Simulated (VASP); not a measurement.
## Zn: single point with LDA

Crystal: Zn.

```xyz
1
Lattice="2.5027 0.0000 0.0000 -1.2513 2.1674 0.0000 0.0000 0.0000 2.9248" Properties=species:S:1:pos:R:3 pbc="T T T"
Zn    0.0000    0.0000    0.0000
```

```
Program                : VASP 6.6.1
Task                   : single point
Functional             : LDA
Potentials or basis    : VASP PAW LDA potentials, release 64 (Zn)
Cutoff                 : 520 eV
k mesh                 : 17 × 17 × 16
Occupations            : fermi-dirac, width 0.1 eV
Spin                   : no spin polarisation
Dipole correction      : no
Further INCAR settings : ALGO = Normal; EDIFF = 1e-07; NBANDS = 12
```

The pressure is -1.1 GPa and the band gap on the k mesh is zero (band 6 reaches 5.89 eV, above the bottom of band 7 at -1.52 eV).

Stress tensor (GPa, compression positive):
```
-0.94  0.00  0.00
 0.00 -0.94  0.00
 0.00  0.00 -1.49
```

Levels at points of the mesh, in eV from the Fermi level:
```
           k point  band 3  band 4  band 5  band 6  band 7  band 8  band 9  band 10
(0.00, 0.00, 0.00)   -7.85   -7.85   -7.12   -7.12    6.87   11.24   21.30    21.30
(0.00, 0.00, 0.50)   -7.82   -7.23   -7.23   -5.19   -4.00   24.23   24.78    24.78
```

Wall time 71 s on 1 thread of Intel Xeon 8259CL (shared host), peak memory 0.16 GiB.
